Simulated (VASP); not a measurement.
# Ru (P6_3/mmc) in VASP: notebook, part 2 of 2

VASP 6.6.1. Earlier steps stand in the parts before.

### Step 4. Single point, PBEsol (volume 13.747 Å^3 an atom, c/a of the conventional cell 1.6857)

Contents of INCAR:

```
SYSTEM = Ru
ALGO = Fast
EDIFF = 1E-6
ENCUT = 520
GGA = PS
ISIF = 2
ISMEAR = 0
LASPH = .TRUE.
LCHARG = .FALSE.
LREAL = .FALSE.
LWAVE = .FALSE.
NBANDS = 21
NELM = 80
PREC = Accurate
SIGMA = 0.15
```

Contents of KPOINTS:

```
k-points
0
G
  21 21 12
  0 0 0
```

Contents of POSCAR:

```
Ru
1.0
    2.6605760047      0.0000000000      0.0000000000
   -1.3302880023      2.3041264088      0.0000000000
    0.0000000000      0.0000000000      4.4849329712
Ru
2
Direct
    0.3333333333      0.6666666667      0.2500000000
    0.6666666667      0.3333333333      0.7500000000
```

Potentials or basis: VASP PAW PBE potentials, release 64 (Ru_pv).

Run with:

```
$ cat potpaw_PBE.64/Ru_pv/POTCAR > POTCAR
$ mpirun -np 1 vasp_std > vasp.out
```

OUTCAR:

```text
SYSTEM = Ru
   EDIFF = 1E-6
   ENCUT = 520
   GGA = PS
   ISIF = 2
   ISMEAR = 0
   LASPH = .TRUE.
   LREAL = .FALSE.
   NELM = 80
   PREC = Accurate

 ion  position               nearest neighbor table
   1  0.333  0.667  0.250-   2 2.72   2 2.72   2 2.72   2 2.72   2 2.72   2 2.72
   2  0.667  0.333  0.750-   1 2.72   1 2.72   1 2.72   1 2.72   1 2.72   1 2.72

  LATTYP: Found a hexagonal cell.
 ALAT       =     2.6605760047
 C/A-ratio  =     1.6857000000

  Lattice vectors:

 A1 = (   2.6605760047,   0.0000000000,   0.0000000000)
 A2 = (  -1.3302880023,   2.3041264088,   0.0000000000)
 A3 = (   0.0000000000,   0.0000000000,   4.4849329712)

Analysis of symmetry for initial positions (statically):
=====================================================================
 Subroutine PRICEL returns:
 Original cell was already a primitive cell.

 Routine SETGRP: Setting up the symmetry group for a
 hexagonal supercell.

 Subroutine GETGRP returns: Found 24 space group operations
 (whereof 12 operations were pure point group operations)
 out of a pool of 24 trial point group operations.

The static configuration has the point symmetry D_3d.
 The point group associated with its full space group is D_6h.

Analysis of symmetry for dynamics (positions and initial velocities):
=====================================================================
 Subroutine PRICEL returns:
 Original cell was already a primitive cell.

 Routine SETGRP: Setting up the symmetry group for a
 hexagonal supercell.

 Subroutine GETGRP returns: Found 24 space group operations
 (whereof 12 operations were pure point group operations)
 out of a pool of 24 trial point group operations.

The dynamic configuration has the point symmetry D_3d.
 The point group associated with its full space group is D_6h.

 Subroutine INISYM returns: Found 24 space group operations
 (whereof 12 operations are pure point group operations),
 and found     1 'primitive' translations

----------------------------------------------------------------------------------------

[... 112 lines left out ...]
     AMIX_MAG =   1.60;   BMIX_MAG =  1.00
  volume/ion in A,a.u.               =      13.75        92.77
  Fermi-wavevector in a.u.,A,eV,Ry     =   1.647081  3.112531 36.910901  2.712875
  Thomas-Fermi vector in A             =   2.736600
   LORBIT       =      0    0 simple, 1 ext, 2 COOP (PROOUT), +10 PAW based schemes
   GGA     = PS    functional components
   LHFCALC =     F    Hartree Fock is set to
   AEXX    =    0.0000 exact exchange contribution
   IVDW    =     0    specifies the selected vdW correction
   LEPSILON=     F    determine dielectric tensor
   LRPA    =     F    only Hartree local field effects (RPA)
 non-spin polarized calculation
 RMM-DIIS sequential band-by-band and
 Gauss-broadening in eV      SIGMA  =   0.15
  energy-cutoff  :      520.00
  volume of cell :       27.49
 maximum number of plane-waves:       768
 NGX is ok and might be reduce to    20
   NGX =  9   NGY =  9   NGZ = 17

 number of electron      27.9999993 magnetization

 Free energy of the ion-electron system (eV)
  ---------------------------------------------------
  ext. energy  EPLUGINS =         0.00000000
  ---------------------------------------------------
  free energy    TOTEN  =       -20.20997506 eV

  energy without entropy =      -20.19222012  energy(sigma->0) =      -20.20109759

 E-fermi :  12.4781     XC(G=0): -14.2031

 val. band max:       12.4713789422   @ k =   0.1905   0.0952   0.2500
 cond. band min:      12.4782948489   @ k =   0.3333   0.2381   0.2500
 fundamental gap:      0.0069159067
 Fermi energy:        12.4781470742

 k-point     1 :       0.0000    0.0000    0.0000
  band No.  band energies     occupation
      1     -30.9882      2.00000
      2     -30.0920      2.00000
      3     -30.0920      2.00000
      4     -30.0357      2.00000
      5     -29.9760      2.00000
      6     -29.9760      2.00000
[... 565 lines left out ...]
     20      22.7804      0.00000
     21      22.7866      0.00000

 [... further k-points ...]

------------------------ aborting loop because EDIFF is reached ----------------------------------------

  FORCE on cell =-STRESS in cart. coord.  units (eV):
  Direction    XX          YY          ZZ          XY          YZ          ZX
  --------------------------------------------------------------------------------------
  -------------------------------------------------------------------------------------
  Total        0.0805934      0.0805934     -5.0011992      0.0000000      0.0000000      0.0000000
  in kB        4.6964788      4.6964788   -291.4384214      0.0000000      0.0000000      0.0000000
  external PRESSURE =     -94.0151546 kB  Pullay stress =       0.0000000 kB

 VOLUME and BASIS-vectors are now :
 -----------------------------------------------------------------------------
  energy-cutoff  :      520.00
  volume of cell :       27.49
      direct lattice vectors                 reciprocal lattice vectors
     2.660576005  0.000000000  0.000000000     0.375858460  0.217001983  0.000000000
    -1.330288002  2.304126409  0.000000000     0.000000000  0.434003966  0.000000000
     0.000000000  0.000000000  4.484932971     0.000000000  0.000000000  0.222968773

 POSITION                                       TOTAL-FORCE (eV/Angst)
 -----------------------------------------------------------------------------------
     -0.00000      1.53608      1.12123        -0.000000      0.000000      0.000000
      1.33029      0.76804      3.36370         0.000000     -0.000000      0.000000
 -----------------------------------------------------------------------------------
    total drift:                               -0.000000      0.000000     -0.000000

  FREE ENERGIE OF THE ION-ELECTRON SYSTEM (eV)
  ---------------------------------------------------
  free  energy   TOTEN  =       -20.2099750595 eV

  energy  without entropy=      -20.1922201192  energy(sigma->0) =      -20.20109759
```

OSZICAR:

```text
N       E                     dE             d eps       ncg     rms          rms(c)
DAV:   1     0.283748078660E+03    0.28375E+03   -0.17502E+04 14165   0.148E+03
DAV:   2    -0.160460402984E+02   -0.29979E+03   -0.29082E+03 14450   0.444E+02
DAV:   3    -0.217839962335E+02   -0.57380E+01   -0.57048E+01 16622   0.685E+01
DAV:   4    -0.218264386228E+02   -0.42442E-01   -0.42390E-01 17728   0.564E+00
DAV:   5    -0.218269675165E+02   -0.52889E-03   -0.52526E-03 16165   0.563E-01    0.188E+01
RMM:   6    -0.203114024569E+02    0.15156E+01   -0.33404E+00 14504   0.151E+01    0.457E+00
RMM:   7    -0.202191314992E+02    0.92271E-01   -0.39935E-01 15641   0.460E+00    0.888E-01
RMM:   8    -0.202114229001E+02    0.77086E-02   -0.22248E-02 16011   0.144E+00    0.473E-01
RMM:   9    -0.202099442945E+02    0.14786E-02   -0.29159E-03 16174   0.485E-01    0.711E-02
RMM:  10    -0.202099710875E+02   -0.26793E-04   -0.48452E-04 16548   0.206E-01    0.210E-02
RMM:  11    -0.202099750856E+02   -0.39981E-05   -0.81330E-05 17699   0.623E-02    0.976E-03
RMM:  12    -0.202099757854E+02   -0.69977E-06   -0.12355E-05 16060   0.254E-02    0.625E-03
RMM:  13    -0.202099750595E+02    0.72595E-06   -0.29505E-06 12142   0.140E-02
   1 F= -.20209975E+02 E0= -.20201098E+02  d E =-.177549E-01
```

stdout:

```text
POSCAR found type information on POSCAR Ru
 POSCAR found :  1 types and       2 ions
 scaLAPACK will be used
 -----------------------------------------------------------------------------
|                                                                             |
|                                                                             |
|     You enforced a specific xc type in the INCAR file but a different       |
|     I HOPE YOU KNOW WHAT YOU ARE DOING!                                     |
|                                                                             |
 -----------------------------------------------------------------------------

 LDA part: xc-table for (Slater+PW92), standard interpolation
 POSCAR, INCAR and KPOINTS ok, starting setup
 FFT: planning ... GRIDC
 FFT: planning ... GRID_SOFT
 FFT: planning ... GRID
 WAVECAR not read
 entering main loop
WARNING in EDDRMM: call to ZHEGV failed, returncode =   6  3     19
WARNING in EDDRMM: call to ZHEGV failed, returncode =   8  4     19
WARNING in EDDRMM: call to ZHEGV failed, returncode =   8  4     19
```

It took 3.2 min on 1 thread of Intel Xeon Platinum 8259CL at 2.50GHz (Skylake/Cascade Lake), shared host; peak memory 0.26 GiB.

Results:

- Free energy: -20.2100 eV
- Pressure: -9.4 GPa
- Band gap on the k mesh: zero (band 14 reaches 14.11 eV, above the bottom of band 15 at 11.10 eV)

Stress tensor (GPa, compression positive):
```
  0.47   0.00   0.00
  0.00   0.47   0.00
  0.00   0.00 -29.14
```

Caveat: the PAW data sets were made with another functional, which shifts forces and pressure a little.

### Step 5. The runs side by side

| cell | further INCAR settings | gap on the mesh (eV) | pressure (GPa) |
| --- | --- | --- | --- |
| a = 2.675, b = 2.675, c = 4.367 Å, angles 90.0, 90.0, 120.0°, 2 atoms | ALGO = Fast; EDIFF = 1e-06; NBANDS = 21 | none | -5.4 |
| a = 2.747, b = 2.747, c = 4.206 Å, angles 90.0, 90.0, 120.0°, 2 atoms | ALGO = Fast; EDIFF = 1e-07; NBANDS = 21 | none | -9.5 |
| a = 2.661, b = 2.661, c = 4.485 Å, angles 90.0, 90.0, 120.0°, 2 atoms | ALGO = Fast; EDIFF = 1e-06; NBANDS = 21 | none | -9.4 |

Alike in all rows: task single point; level PBEsol; potentials or basis VASP PAW PBE potentials, release 64 (Ru_pv); no spin polarisation; k mesh 21 × 21 × 12; cutoff (eV) 520; smearing gaussian 0.15 eV.

Caveats: the PAW data sets were made with another functional, which shifts forces and pressure a little.

Absolute energies hang on the potentials; compare differences alone.
